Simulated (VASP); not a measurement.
# Al4Cu (I4/m) in VASP: further runs

Runs on Al4Cu. Level: PBE. Tasks: single point.

Program: VASP 6.6.1. These are calculated values, not measurements. Logs are shortened: lines on timing, memory, paths and dates and some standing lists are left out, and cuts for length are marked.

### 1 The cell of the first run

Symmetry: I4/m, No. 87, tetragonal system. Conventional cell: a = 6.197 Å, b = 6.197 Å, c = 3.919 Å, α = 90.00°, β = 90.00°, γ = 90.00°. Al (site symmetry m) has 9 Al at 2.77 Å and 3 Cu at 2.77 Å within 3.7 Å. Cu (site symmetry 4/m) has 12 Al at 2.77 Å within 3.7 Å.

### 2 Single point, PBE

Contents of INCAR:

```
SYSTEM = Al4Cu
PREC     = Accurate       ! precision mode
ENCUT    = 520            ! plane-wave cutoff, eV
EDIFF    = 1E-6           ! SCF threshold, eV
ISMEAR   = 0              ! smearing method
SIGMA    = 0.1            ! smearing width, eV
LREAL    = .FALSE.        ! projectors in reciprocal space
LASPH    = .TRUE.         ! aspherical terms in the spheres
NELM     = 100            ! most SCF steps
ALGO     = Normal         ! electronic algorithm
ISIF     = 2              ! what is computed and relaxed
LWAVE    = .FALSE.        ! write WAVECAR
LCHARG   = .FALSE.        ! write CHGCAR
GGA      = PE             ! functional
NBANDS   = 20             ! bands
```

Contents of KPOINTS:

```
regular mesh
0
G
  6 6 6
  0 0 0
```

Contents of POSCAR:

```
Al4Cu
1.0
   -3.0985113200      3.0985113200      1.9596706300
    3.0985113200     -3.0985113200      1.9596706300
    3.0985113200      3.0985113200     -1.9596706300
Al Cu
4 1
Direct
    0.6000000000      0.8000000000      0.4000000000
    0.2000000000      0.6000000000      0.8000000000
    0.8000000000      0.4000000000      0.2000000000
    0.4000000000      0.2000000000      0.6000000000
    0.0000000000      0.0000000000      0.0000000000
```

Potentials or basis: VASP PAW PBE potentials, release 64 (Al, Cu).

Started as:

```console
> cat potpaw_PBE.64/Al/POTCAR potpaw_PBE.64/Cu/POTCAR > POTCAR
> mpirun -np 1 vasp_std > vasp.out
```

OUTCAR:

```text
SYSTEM = Al4Cu
   PREC = Accurate
   ENCUT = 520
   EDIFF = 1E-6
   ISMEAR = 0
   LREAL = .FALSE.
   LASPH = .TRUE.
   NELM = 100
   ISIF = 2
   GGA = PE

 ion  position               nearest neighbor table
   1  0.600  0.800  0.400-   3 2.77   5 2.77   2 2.77   4 2.77   4 2.77   4 2.77   2 2.77   5 2.77
                             5 2.77   3 2.77   2 2.77   3 2.77
   2  0.200  0.600  0.800-   4 2.77   3 2.77   5 2.77   1 2.77   1 2.77   5 2.77   4 2.77   3 2.77
                             5 2.77   1 2.77   4 2.77   3 2.77
   3  0.800  0.400  0.200-   1 2.77   2 2.77   5 2.77   4 2.77   4 2.77   5 2.77   1 2.77   2 2.77
                             4 2.77   5 2.77   1 2.77   2 2.77
   4  0.400  0.200  0.600-   2 2.77   5 2.77   3 2.77   1 2.77   1 2.77   1 2.77   3 2.77   5 2.77
                             5 2.77   2 2.77   3 2.77   2 2.77
   5  0.000  0.000  0.000-   4 2.77   1 2.77   3 2.77   2 2.77   3 2.77   2 2.77   4 2.77   1 2.77
                             1 2.77   4 2.77   2 2.77   3 2.77

  LATTYP: Found a body centered tetragonal cell.
 ALAT       =     6.1970226400
 C/A-ratio  =     0.6324555335

  Lattice vectors:

 A1 = (  -3.0985113200,   3.0985113200,   1.9596706300)
 A2 = (   3.0985113200,  -3.0985113200,   1.9596706300)
 A3 = (   3.0985113200,   3.0985113200,  -1.9596706300)

Analysis of symmetry for initial positions (statically):
=====================================================================
 Subroutine PRICEL returns:
 Original cell was already a primitive cell.

 Routine SETGRP: Setting up the symmetry group for a
 body centered tetragonal supercell.

 Subroutine GETGRP returns: Found  8 space group operations
 (whereof  8 operations were pure point group operations)
 out of a pool of 16 trial point group operations.

The static configuration has the point symmetry C_4h.

Analysis of symmetry for dynamics (positions and initial velocities):
=====================================================================
 Subroutine PRICEL returns:
 Original cell was already a primitive cell.

 Routine SETGRP: Setting up the symmetry group for a
 body centered tetragonal supercell.

 Subroutine GETGRP returns: Found  8 space group operations
 (whereof  8 operations were pure point group operations)
 out of a pool of 16 trial point group operations.

The dynamic configuration has the point symmetry C_4h.

 Subroutine INISYM returns: Found  8 space group operations
 (whereof  8 operations are pure point group operations),
[... 102 lines left out ...]
   EDIFF  = 0.1E-05   stopping-criterion for ELM
   LREAL  =      F    real-space projection
   EDIFFG = 0.1E-04   stopping-criterion for IOM
   NSW    =      0    number of steps for IOM
   IBRION =     -1    ionic relax: 0-MD 1-quasi-New 2-CG
   NFREE  =      0    steps in history (QN), initial steepest desc. (CG)
   ISIF   =      2    stress and relaxation
   ISYM   =      2    0-nonsym 1-usesym 2-fastsym
   POTIM  = 0.5000    time-step for ionic-motion
   TEBEG  =    0.0;   TEEND  =   0.0 temperature during run
   PSTRESS=    0.0 pullay stress
   NELECT =      23.0000    total number of electrons
   NUPDOWN=      -1.0000    fix difference up-down
   EMIN   =  10.00;   EMAX   =-10.00  energy-range for DOS
   EFERMI =   0.00;   METHOD = LEGACY
   ISMEAR =     0;   SIGMA  =   0.10  broadening in eV -4-tet -1-fermi 0-gaus
   EFERMI_NEDOS =   21; number of points for ismear=-14 and -15
   IALGO  =     38    algorithm
   IMIX   =      4    mixing-type and parameters
     AMIX     =   0.40;   BMIX     =  1.00
     AMIX_MAG =   1.60;   BMIX_MAG =  1.00
  volume/ion in A,a.u.               =      15.05       101.57
  Fermi-wavevector in a.u.,A,eV,Ry     =   1.102726  2.083850 16.544753  1.216005
  Thomas-Fermi vector in A             =   2.239173
   LORBIT       =      0    0 simple, 1 ext, 2 COOP (PROOUT), +10 PAW based schemes
   GGA     = PE    functional components
   LHFCALC =     F    Hartree Fock is set to
   AEXX    =    0.0000 exact exchange contribution
   IVDW    =     0    specifies the selected vdW correction
   LEPSILON=     F    determine dielectric tensor
   LRPA    =     F    only Hartree local field effects (RPA)
 non-spin polarized calculation
 Gauss-broadening in eV      SIGMA  =   0.10
  energy-cutoff  :      520.00
  volume of cell :       75.26
 maximum number of plane-waves:      2064
   NGX = 17   NGY = 17   NGZ = 17

 number of electron      23.0000000 magnetization

 Free energy of the ion-electron system (eV)
  ---------------------------------------------------
  ext. energy  EPLUGINS =         0.00000000
  ---------------------------------------------------
  free energy    TOTEN  =       -18.82875786 eV

  energy without entropy =      -18.82059130  energy(sigma->0) =      -18.82467458

 E-fermi :   8.4384     XC(G=0): -10.7149

 val. band max:        8.4302414877   @ k =  -0.1667   0.1667   0.0000
 cond. band min:       8.4775356522   @ k =   0.5000   0.5000   0.1667
 fundamental gap:      0.0472941646
 Fermi energy:         8.4384080677

 k-point     1 :       0.0000    0.0000    0.0000
  band No.  band energies     occupation
      1      -2.8667      2.00000
      2       3.3299      2.00000
      3       3.9886      2.00000
      4       4.6250      2.00000
      5       4.6250      2.00000
      6       4.7383      2.00000
[... 541 lines left out ...]
     19      14.7460      0.00000
     20      15.0283      0.00000

 [... further k-points ...]

------------------------ aborting loop because EDIFF is reached ----------------------------------------

  FORCE on cell =-STRESS in cart. coord.  units (eV):
  Direction    XX          YY          ZZ          XY          YZ          ZX
  --------------------------------------------------------------------------------------
  -------------------------------------------------------------------------------------
  Total        0.5458747      0.5458747      2.4432894     -0.0000000      0.0000000      0.0000000
  in kB       11.6212887     11.6212887     52.0159143     -0.0000006      0.0000000      0.0000000
  external PRESSURE =      25.0861639 kB  Pullay stress =       0.0000000 kB

 VOLUME and BASIS-vectors are now :
 -----------------------------------------------------------------------------
  energy-cutoff  :      520.00
  volume of cell :       75.26
      direct lattice vectors                 reciprocal lattice vectors
    -3.098511320  3.098511320  1.959670630     0.000000000  0.161367815  0.255144917
     3.098511320 -3.098511320  1.959670630     0.161367815  0.000000000  0.255144917
     3.098511320  3.098511320 -1.959670630     0.161367815  0.161367815  0.000000000

 POSITION                                       TOTAL-FORCE (eV/Angst)
 -----------------------------------------------------------------------------------
      1.85911      0.61970      1.95967        -0.172014      0.216633     -0.000000
      3.71821      1.23940      0.00000         0.216633      0.172014     -0.000000
     -0.61970      1.85911      1.95967        -0.216633     -0.172014      0.000000
      1.23940      2.47881      0.00000         0.172014     -0.216633     -0.000000
      0.00000      0.00000      0.00000        -0.000000     -0.000000     -0.000000
 -----------------------------------------------------------------------------------
    total drift:                               -0.000000     -0.000000      0.000000

  FREE ENERGIE OF THE ION-ELECTRON SYSTEM (eV)
  ---------------------------------------------------
  free  energy   TOTEN  =       -18.8287578642 eV

  energy  without entropy=      -18.8205912990  energy(sigma->0) =      -18.82467458
```

stdout:

```text
POSCAR found type information on POSCAR AlCu
 POSCAR found :  2 types and       5 ions
 scaLAPACK will be used
 LDA part: xc-table for (Slater+PW92), standard interpolation
 POSCAR, INCAR and KPOINTS ok, starting setup
 FFT: planning ... GRIDC
 FFT: planning ... GRID_SOFT
 FFT: planning ... GRID
 WAVECAR not read
 entering main loop
```

Run time: 1.7 min. Hardware: 1 thread of Intel Xeon 8259CL, shared host; peak memory 0.23 GiB.

Results:

```
Free energy            : -18.8288 eV
Pressure               : 2.5 GPa
Largest force          : 0.277 eV/Å
Band gap on the k mesh : zero (an odd number of electrons rules out a gap without spin polarisation)
```

Forces on the atoms (eV/Å):
```
Al  -0.172  0.217  0.000
Al   0.217  0.172  0.000
Al  -0.217 -0.172  0.000
Al   0.172 -0.217  0.000
Cu   0.000  0.000  0.000
```

### 3 Single point, PBE

This run uses another cell than the first one, of 15.44 Å³/atom.

Contents of INCAR:

```
PREC     = Accurate       # precision mode
ENCUT    = 520            # plane-wave cutoff, eV
EDIFF    = 1E-6           # SCF threshold, eV
ISMEAR   = 0              # smearing method
SIGMA    = 0.1            # smearing width, eV
LREAL    = F              # projectors in reciprocal space
LASPH    = T              # aspherical terms in the spheres
NELM     = 80             # most SCF steps
ALGO     = Fast           # electronic algorithm
ISIF     = 2              # what is computed and relaxed
LWAVE    = F              # write WAVECAR
LCHARG   = F              # write CHGCAR
GGA      = PE             # functional
NBANDS   = 20             # bands
```

Contents of KPOINTS:

```
Automatic mesh
0
Gamma
  12 12 12
```

Contents of POSCAR:

```
Al4Cu
1.0
   -3.1108760460      3.1108760460      1.9941455238
    3.1108760460     -3.1108760460      1.9941455238
    3.1108760460      3.1108760460     -1.9941455238
Al Cu
4 1
Direct
    0.6059092445      0.7983182538      0.4042274983
    0.2016817462      0.6059092445      0.8075909908
    0.7983182538      0.3940907555      0.1924090092
    0.3940907555      0.2016817462      0.5957725017
    0.0000000000      0.0000000000      0.0000000000
```

Potentials or basis: VASP PAW PBE potentials, release 64 (Al, Cu).

Started as:

```console
> cat potpaw_PBE.64/Al/POTCAR potpaw_PBE.64/Cu/POTCAR > POTCAR
> mpirun -np 1 vasp_std > vasp.out
```

Run time: 12 min. Hardware: 1 thread of Intel Xeon 8259CL, shared host; peak memory 0.46 GiB.

It converged, with:

```yaml
Free_energy: -18.8792 eV
Pressure: 0.1 GPa
Largest_force: 0.004 eV/Å
Band_gap_on_the_k_mesh: zero (an odd number of electrons rules out a gap without spin polarisation)
```

Forces on the atoms (eV/Å):
```
Al   0.001 -0.004  0.000
Al  -0.004 -0.001  0.000
Al   0.004  0.001  0.000
Al  -0.001  0.004  0.000
Cu   0.000  0.000  0.000
```

Levels at points of the mesh, in eV from the Fermi level:
```
           k point  band 7  band 8  band 9  band 10  band 11  band 12  band 13  band 14  band 15  band 16
(0.00, 0.00, 0.00)   -3.54   -3.54   -2.70    -2.01     0.50     1.39     1.39     2.01     2.27     2.27
(0.50, 0.00, 0.00)   -3.83   -3.63   -3.32    -2.76    -2.14    -0.44     0.28     2.96     3.46     3.68
(0.50, 0.50, 0.00)   -3.54   -2.54   -1.55    -1.05    -0.58    -0.51     0.00     0.45     1.87     5.52
(0.50, 0.50, 0.50)   -3.56   -3.56   -3.21    -2.65    -0.46     3.73     5.14     5.14     5.20     5.50
```

The gap in the log of VASP goes by the Fermi energy; the results here count the filled bands.